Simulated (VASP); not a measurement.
The system is RbCd.

```
Rb Cd
1.0
     4.35454    0.00000    0.00000
     0.00000    4.35454    0.00000
     0.00000    0.00000    4.35454
Rb Cd
1 1
Direct
  0.50000 0.50000 0.50000
  0.00000 0.00000 0.00000
```

* Program: VASP 6.6.1
* Task: relaxation of cell and atoms
* Functional: PBE
* Potentials or basis: VASP PAW PBE potentials, release 64 (Rb_sv, Cd)
* Cutoff: 500 eV
* k mesh: 4 × 4 × 4
* Occupations: gaussian, width 0.1 eV
* Spin: no spin polarisation

At the start: pressure 0.9 GPa; volume 41.29 Å³/atom.

Question: How do energy, volume and symmetry change on relaxing?

Answer: Over 4 steps the energy falls by 8.9 meV/atom and the volume is 44.92 Å³/atom (+8.8 %); space group Pm-3m (No. 221, to 0.05 Å).

The path:
```tsv
step	energy change (eV)	largest force (eV/Å)	pressure (GPa)	volume (Å³)
1	0.0000	0.0000	0.86	82.57
2	-0.0112	0.0000	0.49	85.25
3	-0.0169	0.0000	-0.17	91.55
4	-0.0179	0.0000	-0.01	89.84
```

Final structure:
```cif
data_structure
_symmetry_space_group_name_H-M 'P 1'
_symmetry_Int_Tables_number 1
_cell_length_a 4.4787
_cell_length_b 4.4787
_cell_length_c 4.4787
_cell_angle_alpha 90.000
_cell_angle_beta 90.000
_cell_angle_gamma 90.000
_cell_volume 89.84
loop_
_atom_site_label
_atom_site_type_symbol
_atom_site_fract_x
_atom_site_fract_y
_atom_site_fract_z
_atom_site_occupancy
Rb1 Rb 0.50000 0.50000 0.50000 1
Cd1 Cd 0.00000 0.00000 0.00000 1
```

Caveat: the k points lie up to 0.35 Å⁻¹ apart in the final cell.
